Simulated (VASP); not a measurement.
# Fe (I4_1/amd) in VASP: a series of runs

The runs below take Fe through single point, with PBE.

Program: VASP 6.6.1. These are calculated values, not measurements. Logs are shortened: lines on timing, memory, paths and dates and some standing lists are left out, and cuts for length are marked.

## 1. The cell of the first run

Symmetry: I4_1/amd, No. 141, tetragonal system. Conventional cell: a = 4.367 Å, b = 4.367 Å, c = 2.354 Å, α = 90.00°, β = 90.00°, γ = 90.00°. Fe (site symmetry -4m2) has 10 Fe at 2.26 to 2.81 Å within 3.0 Å.

## 2. Single point, PBE, collinear spin, ferromagnetic start

File INCAR:

```
PREC     = Accurate       # precision mode
ENCUT    = 520            # plane-wave cutoff, eV
EDIFF    = 1E-6           # SCF threshold, eV
ISMEAR   = -1             # smearing method
SIGMA    = 0.05           # smearing width, eV
LREAL    = False          # projectors in reciprocal space
LASPH    = True           # aspherical terms in the spheres
NELM     = 150            # most SCF steps
ALGO     = Normal         # electronic algorithm
ISIF     = 2              # what is computed and relaxed
LWAVE    = False          # write WAVECAR
LCHARG   = True           # write CHGCAR
ISPIN    = 2              # spin polarisation
MAGMOM   = 2.5 2.5        # initial moments
LORBIT   = 11             # projections on sites
LMAXMIX  = 4              # l up to which the mixer works
GGA      = PE             # functional
LELF     = True           # ELF
LVHAR    = True         
NBANDS   = 19             # bands
```

File KPOINTS:

```
regular mesh
0
Gamma
  18 18 18
```

File POSCAR:

```
Fe
1.0
   -2.1836223467      2.1836223467      1.1768400888
    2.1836223467     -2.1836223467      1.1768400888
    2.1836223467      2.1836223467     -1.1768400888
Fe
2
Direct
   -0.3750000000     -0.1250000000     -0.2500000000
    0.3750000000      0.1250000000      0.2500000000
```

Potentials or basis: VASP PAW PBE potentials, release 64 (Fe).

Started as:

```bash
$ cat potpaw_PBE.64/Fe/POTCAR > POTCAR
$ mpirun -np 1 vasp_std > vasp.out
```

OUTCAR:

```text
PREC = Accurate
   ENCUT = 520
   EDIFF = 1E-6
   ISMEAR = -1
   LREAL = False
   LASPH = True
   NELM = 150
   ISIF = 2
   ISPIN = 2
   LORBIT = 11
   GGA = PE

 ion  position               nearest neighbor table
   1  0.625  0.875  0.750-   2 2.26   2 2.26   2 2.26   2 2.26   2 2.81   2 2.81   2 2.81   2 2.81

   2  0.375  0.125  0.250-   1 2.26   1 2.26   1 2.26   1 2.26   1 2.81   1 2.81   1 2.81   1 2.81

  LATTYP: Found a body centered tetragonal cell.
 ALAT       =     4.3672446934
 C/A-ratio  =     0.5389393869

  Lattice vectors:

 A1 = (  -2.1836223467,   2.1836223467,   1.1768400888)
 A2 = (   2.1836223467,  -2.1836223467,   1.1768400888)
 A3 = (   2.1836223467,   2.1836223467,  -1.1768400888)

Analysis of symmetry for initial positions (statically):
=====================================================================
 Subroutine PRICEL returns:
 Original cell was already a primitive cell.

 Routine SETGRP: Setting up the symmetry group for a
 body centered tetragonal supercell.

 Subroutine GETGRP returns: Found 16 space group operations
 (whereof  4 operations were pure point group operations)
 out of a pool of 16 trial point group operations.

The static configuration has the point symmetry C_2h.
 The point group associated with its full space group is D_4h.

Analysis of symmetry for dynamics (positions and initial velocities):
=====================================================================
 Subroutine PRICEL returns:
 Original cell was already a primitive cell.

 Routine SETGRP: Setting up the symmetry group for a
 body centered tetragonal supercell.

 Subroutine GETGRP returns: Found 16 space group operations
 (whereof  4 operations were pure point group operations)
 out of a pool of 16 trial point group operations.

The dynamic configuration has the point symmetry C_2h.
 The point group associated with its full space group is D_4h.

Analysis of structural, dynamic, and magnetic symmetry:
=====================================================================
 Subroutine PRICEL returns:
 Original cell was already a primitive cell.

 Routine SETGRP: Setting up the symmetry group for a
 body centered tetragonal supercell.

 Subroutine GETGRP returns: Found 16 space group operations
 (whereof  4 operations were pure point group operations)
 out of a pool of 16 trial point group operations.

The overall configuration has the point symmetry C_2h.
 The point group associated with its full space group is D_4h.

 Subroutine INISYM returns: Found 16 space group operations
 (whereof  4 operations are pure point group operations),
 and found     1 'primitive' translations

----------------------------------------------------------------------------------------

                                     Primitive cell

  volume of cell :      22.4457

  direct lattice vectors                    reciprocal lattice vectors
    -2.183622347  2.183622347  1.176840089     0.000000000  0.228977323  0.424866560
     2.183622347 -2.183622347  1.176840089     0.228977323  0.000000000  0.424866560
     2.183622347  2.183622347 -1.176840089     0.228977323  0.228977323  0.000000000

  length of vectors
     3.304748962  3.304748962  3.304748962     0.482640869  0.482640869  0.323822836

  position of ions in fractional coordinates (direct lattice)
     0.625000000  0.875000000  0.750000000
     0.375000000  0.125000000  0.250000000

  ion indices of the primitive-cell ions
   primitive index   ion index
                 1           1
                 2           2

----------------------------------------------------------------------------------------

 KPOINTS: regular mesh

Automatic generation of k-mesh.
 Grid dimensions read from file:
 generate k-points for:   18   18   18

 Generating k-lattice:

  Cartesian coordinates                     Fractional coordinates (reciprocal lattice)
     0.000000000  0.012720962  0.023603698     0.055555556  0.000000000  0.000000000
     0.012720962  0.000000000  0.023603698     0.000000000  0.055555556  0.000000000
     0.012720962  0.012720962  0.000000000     0.000000000  0.000000000  0.055555556

  Length of vectors
     0.026813382  0.026813382  0.017990158

  Shift w.r.t. Gamma in fractional coordinates (k-lattice)
     0.000000000  0.000000000  0.000000000

 Subroutine IBZKPT returns following result:
 ===========================================

 Found    480 irreducible k-points:

 Following reciprocal coordinates:
            Coordinates               Weight
  0.000000  0.000000  0.000000      1.000000
  0.055556 -0.000000  0.000000      8.000000
  0.111111 -0.000000  0.000000      8.000000
  0.166667 -0.000000  0.000000      8.000000
  0.222222 -0.000000  0.000000      8.000000
  0.277778 -0.000000  0.000000      8.000000
[... 16 lines left out ...]
 -0.277778  0.055556 -0.000000     16.000000
 -0.222222  0.055556 -0.000000     16.000000
 [... further k-points ...]
   k-points           NKPTS =    480   k-points in BZ     NKDIM =    480   number of bands    NBANDS=     19
   number of dos      NEDOS =    301   number of ions     NIONS =      2
   total plane-waves  NPLWV =  21952
   dimension x,y,z NGX =    28 NGY =   28 NGZ =   28
   dimension x,y,z NGXF=    56 NGYF=   56 NGZF=   56
   ions per type =               2
   NGX,Y,Z   is equivalent  to a cutoff of  14.09, 14.09, 14.09 a.u.
   NGXF,Y,Z  is equivalent  to a cutoff of  28.17, 28.17, 28.17 a.u.
 SYSTEM =  unknown system
   PREC   = accura    normal or accurate (medium, high low for compatibility)
   ISTART =      0    job   : 0-new  1-cont  2-samecut
   ICHARG =      2    charge: 1-file 2-atom 10-const
   ISPIN  =      2    spin polarized calculation?
   LNONCOLLINEAR =      F non collinear calculations
   LSORBIT =      F    spin-orbit coupling
   LASPH  =      T    aspherical Exc in radial PAW
   ENCUT  =  520.0 eV  38.22 Ry    6.18 a.u.   6.14  6.14  6.14*2*pi/ulx,y,z
   NELM   =    150;   NELMIN=  2; NELMDL= -5     # of ELM steps
   EDIFF  = 0.1E-05   stopping-criterion for ELM
   LREAL  =      F    real-space projection
   EDIFFG = 0.1E-04   stopping-criterion for IOM
   NSW    =      0    number of steps for IOM
   IBRION =     -1    ionic relax: 0-MD 1-quasi-New 2-CG
   NFREE  =      0    steps in history (QN), initial steepest desc. (CG)
   ISIF   =      2    stress and relaxation
   ISYM   =      2    0-nonsym 1-usesym 2-fastsym
   POTIM  = 0.5000    time-step for ionic-motion
   TEBEG  =    0.0;   TEEND  =   0.0 temperature during run
   PSTRESS=    0.0 pullay stress
   NELECT =      16.0000    total number of electrons
   NUPDOWN=      -1.0000    fix difference up-down
   EMIN   =  10.00;   EMAX   =-10.00  energy-range for DOS
   EFERMI =   0.00;   METHOD = LEGACY
   ISMEAR =    -1;   SIGMA  =   0.05  broadening in eV -4-tet -1-fermi 0-gaus
   EFERMI_NEDOS =   21; number of points for ismear=-14 and -15
   IALGO  =     38    algorithm
   IMIX   =      4    mixing-type and parameters
     AMIX     =   0.40;   BMIX     =  1.00
     AMIX_MAG =   1.60;   BMIX_MAG =  1.00
  volume/ion in A,a.u.               =      11.22        75.74
  Fermi-wavevector in a.u.,A,eV,Ry     =   1.462415  2.763564 29.098207  2.138658
  Thomas-Fermi vector in A             =   2.578631
   LORBIT       =     11    0 simple, 1 ext, 2 COOP (PROOUT), +10 PAW based schemes
   GGA     = PE    functional components
   LHFCALC =     F    Hartree Fock is set to
   AEXX    =    0.0000 exact exchange contribution
   IVDW    =     0    specifies the selected vdW correction
   LEPSILON=     F    determine dielectric tensor
   LRPA    =     F    only Hartree local field effects (RPA)
 spin polarized calculation
  energy-cutoff  :      520.00
  volume of cell :       22.45
 maximum number of plane-waves:       624
 NGX is ok and might be reduce to    28
   NGX = 13   NGY = 13   NGZ = 13

 number of electron      16.0000006 magnetization       4.0246880

 Free energy of the ion-electron system (eV)
  ---------------------------------------------------
  ext. energy  EPLUGINS =         0.00000000
  ---------------------------------------------------
  free energy    TOTEN  =       -15.30698336 eV

  energy without entropy =      -15.28616891  energy(sigma->0) =      -15.29657613

 E-fermi :   6.2763     XC(G=0): -13.1219

 val. band max:        6.2738021336   @ k =   0.3333   0.2778  -0.0000
 cond. band min:       6.2765245207   @ k =  -0.1111   0.2778   0.0556
 fundamental gap:      0.0027223871
 Fermi energy:         6.2762530546

 spin component 1

 k-point     1 :       0.0000    0.0000    0.0000
  band No.  band energies     occupation
      1      -2.4941      1.00000
      2       0.6476      1.00000
      3       2.2693      1.00000
      4       2.5719      1.00000
      5       3.0373      1.00000
      6       5.0454      1.00000
[... 11 lines left out ...]
     18      32.3602      0.00000
     19      32.7241      0.00000
[... 485 lines left out ...]
 k-point    24 :      -0.2222    0.0556   -0.0000
  band No.  band energies     occupation
      1      -1.2539      1.00000
      2       1.1669      1.00000
      3       2.4417      1.00000
      4       3.0191      1.00000
      5       3.4006      1.00000
      6       4.0135      1.00000
[... 11 lines left out ...]
     18      26.0418      0.00000
     19      28.8687      0.00000

 [... further k-points ...]

 spin component 2

 k-point     1 :       0.0000    0.0000    0.0000
  band No.  band energies     occupation
      1      -2.2210      1.00000
      2       2.3186      1.00000
      3       3.4292      1.00000
      4       3.8982      1.00000
      5       4.4866      1.00000
      6       7.4192      0.00000
[... 11 lines left out ...]
     18      32.7406      0.00000
     19      33.0597      0.00000
[... 485 lines left out ...]
 k-point    24 :      -0.2222    0.0556   -0.0000
  band No.  band energies     occupation
      1      -0.9680      1.00000
      2       2.8641      1.00000
      3       3.6438      1.00000
      4       4.4657      1.00000
      5       4.8857      1.00000
      6       6.0920      0.97552
[... 11 lines left out ...]
     18      26.5117      0.00000
     19      29.5305      0.00000

 [... further k-points ...]

------------------------ aborting loop because EDIFF is reached ----------------------------------------

  FORCE on cell =-STRESS in cart. coord.  units (eV):
  Direction    XX          YY          ZZ          XY          YZ          ZX
  --------------------------------------------------------------------------------------
  -------------------------------------------------------------------------------------
  Total        2.5720918      2.5720918      2.5952950     -0.0000000     -0.0000000     -0.0000000
  in kB      183.5965578    183.5965578    185.2528144     -0.0000000     -0.0000000     -0.0000000
  external PRESSURE =     184.1486433 kB  Pullay stress =       0.0000000 kB

 VOLUME and BASIS-vectors are now :
 -----------------------------------------------------------------------------
  energy-cutoff  :      520.00
  volume of cell :       22.45
      direct lattice vectors                 reciprocal lattice vectors
    -2.183622347  2.183622347  1.176840089     0.000000000  0.228977323  0.424866560
     2.183622347 -2.183622347  1.176840089     0.228977323  0.000000000  0.424866560
     2.183622347  2.183622347 -1.176840089     0.228977323  0.228977323  0.000000000

 POSITION                                       TOTAL-FORCE (eV/Angst)
 -----------------------------------------------------------------------------------
      2.18362      1.09181      0.88263         0.000000      0.000000     -0.000000
      0.00000      1.09181      0.29421        -0.000000     -0.000000      0.000000
 -----------------------------------------------------------------------------------
    total drift:                                0.000000      0.000000     -0.000000

  FREE ENERGIE OF THE ION-ELECTRON SYSTEM (eV)
  ---------------------------------------------------
  free  energy   TOTEN  =       -15.3069833562 eV

  energy  without entropy=      -15.2861689124  energy(sigma->0) =      -15.29657613

 total charge

# of ion       s       p       d       tot
------------------------------------------
    1        0.529   0.539   6.362   7.429
    2        0.529   0.539   6.362   7.429
--------------------------------------------------
tot          1.058   1.077  12.724  14.859

 magnetization (x)

# of ion       s       p       d       tot
------------------------------------------
    1        0.002  -0.011   2.004   1.994
    2        0.002  -0.011   2.004   1.994
--------------------------------------------------
tot          0.004  -0.023   4.008   3.989
```

Run time: 5.4 min. Hardware: 1 thread of Oxide Virtual Turin-like, shared host; peak memory 0.36 GiB.

Results:

* Free energy: -15.3070 eV
* Pressure: 18.4 GPa
* Band gap on the k mesh: zero (filled and empty bands overlap)
* Net moment: 4.02 μB per cell
* Site moments: Fe +1.99 μB
* Valence electrons inside the program's atomic spheres: Fe 7.43

Stress tensor (GPa, compression positive):
```
18.36  0.00  0.00
 0.00 18.36  0.00
 0.00  0.00 18.53
```

Levels at points of the mesh, in eV from the Fermi level:
Spin up:
| k point | band 8 | band 9 | band 10 | band 11 | band 12 | band 13 |
| --- | --- | --- | --- | --- | --- | --- |
| (0.00, 0.00, 0.00) | -1.19 | -1.19 | -0.29 | 1.05 | 6.51 | 6.51 |
| (0.50, 0.00, 0.00) | -1.21 | -0.16 | -0.01 | 1.90 | 5.53 | 8.61 |
| (0.50, 0.50, 0.00) | -1.49 | -0.66 | -0.66 | -0.41 | -0.41 | 13.06 |
| (0.50, 0.50, 0.50) | -1.16 | -1.05 | -1.05 | -1.02 | -1.02 | 5.75 |
Spin down:
| k point | band 4 | band 5 | band 6 | band 7 | band 8 | band 9 |
| --- | --- | --- | --- | --- | --- | --- |
| (0.00, 0.00, 0.00) | -2.38 | -1.79 | 1.14 | 1.14 | 1.18 | 1.18 |
| (0.50, 0.00, 0.00) | -1.99 | -0.37 | -0.10 | -0.03 | 1.38 | 1.61 |
| (0.50, 0.50, 0.00) | -2.19 | -1.32 | -1.32 | 0.74 | 0.74 | 1.65 |
| (0.50, 0.50, 0.50) | -1.83 | -0.98 | -0.98 | 0.84 | 0.84 | 1.35 |

Caveat: the cell stands under pressure.

## 3. Single point, PBE, collinear spin, ferromagnetic start

File INCAR:

```
ALGO = Normal ; EDIFF = 1E-7
ENCUT = 520 ; GGA = PE
ISIF = 2 ; ISMEAR = -1
ISPIN = 2 ; LASPH = True
LCHARG = False ; LMAXMIX = 4
LORBIT = 11 ; LREAL = False
LWAVE = False ; MAGMOM = 2.5 2.5
NBANDS = 19 ; NELM = 150
PREC = Accurate ; SIGMA = 0.05
```

File KPOINTS:

```
k-points
0
Gamma
  18 18 18
```

File POSCAR:

```
Fe
1.0
   -2.1839311034      2.1839311034      1.1764648111
    2.1839311034     -2.1839311034      1.1764648111
    2.1839311034      2.1839311034     -1.1764648111
Fe
2
Direct
   -0.3750000000     -0.1250000000     -0.2500000000
    0.3750000000      0.1250000000      0.2500000000
```

Potentials or basis: VASP PAW PBE potentials, release 64 (Fe).

Started as:

```bash
$ cat potpaw_PBE.64/Fe/POTCAR > POTCAR
$ mpirun -np 1 vasp_std > vasp.out
```

Run time: 7.4 min. Hardware: 1 thread of Oxide Virtual Turin-like, shared host; peak memory 0.36 GiB.

Results (log left out):

```yaml
Free_energy: -15.3069 eV
Pressure: 18.4 GPa
Band_gap_on_the_k_mesh: zero (filled and empty bands overlap)
Net_moment: 4.03 μB per cell
Site_moments: Fe +2.00 μB
Valence_electrons_inside_the_program's_atomic_spheres: Fe 7.43
```

Stress tensor (GPa, compression positive):
```
18.34  0.00  0.00
 0.00 18.34  0.00
 0.00  0.00 18.64
```

Levels at points of the mesh, in eV from the Fermi level:
Spin up:
```tsv
k point	band 8	band 9	band 10	band 11	band 12	band 13
(0.00, 0.00, 0.00)	-1.19	-1.19	-0.29	1.05	6.51	6.51
(0.50, 0.00, 0.00)	-1.21	-0.16	-0.01	1.90	5.54	8.61
(0.50, 0.50, 0.00)	-1.49	-0.66	-0.66	-0.41	-0.41	13.05
(0.50, 0.50, 0.50)	-1.16	-1.05	-1.05	-1.01	-1.01	5.75
```
Spin down:
```csv
k point,band 3,band 4,band 5,band 6,band 7,band 8,band 9,band 10
"(0.00, 0.00, 0.00)",-2.85,-2.38,-1.79,1.15,1.15,1.18,1.18,2.53
"(0.50, 0.00, 0.00)",-2.40,-1.99,-0.36,-0.10,-0.03,1.38,1.61,1.63
"(0.50, 0.50, 0.00)",-2.19,-2.19,-1.32,-1.32,0.74,0.74,1.65,1.65
"(0.50, 0.50, 0.50)",-1.83,-1.83,-0.98,-0.98,0.84,0.84,1.36,1.36
```

Caveat: the cell stands under pressure.
